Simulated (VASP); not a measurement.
CaF:

```
CELL_PARAMETERS angstrom
0.00000 2.69165 2.69165
2.69165 0.00000 2.69165
2.69165 2.69165 0.00000
ATOMIC_POSITIONS crystal
Ca 0.50000 0.50000 0.50000
F 0.00000 0.00000 0.00000
```

```yaml
Program: VASP 6.6.1
Task: relaxation of cell and atoms
Functional: PBE
Potentials_or_basis: VASP PAW PBE potentials, release 64 (Ca_sv, F)
Cutoff: 600 eV
k_mesh: 18 × 18 × 18
Occupations: gaussian, width 0.1 eV
Spin: no spin polarisation
```

At the start: pressure -1.2 GPa; volume 19.50 Å³/atom.

Question: How do energy, volume and symmetry change on relaxing?

Answer: Over 3 steps the energy falls by 3.0 meV/atom and the volume is 18.73 Å³/atom (-3.9 %); space group Fm-3m (No. 225, to 0.05 Å).

The path:
```tsv
step	energy change (eV)	largest force (eV/Å)	pressure (GPa)	volume (Å³)
1	0.0000	0.0000	-1.18	39.00
2	-0.0045	0.0000	-0.61	38.20
3	-0.0060	0.0000	-0.04	37.47
```

Final structure:
```xyz
2
Lattice="0.0000 2.6559 2.6559 2.6559 0.0000 2.6559 2.6559 2.6559 0.0000" Properties=species:S:1:pos:R:3 pbc="T T T"
Ca    2.6559    2.6559    2.6559
F     0.0000    0.0000    0.0000
```

Caveat: an odd number of electrons without spin polarisation forces a metal; a magnetic or distorted state may lie lower.
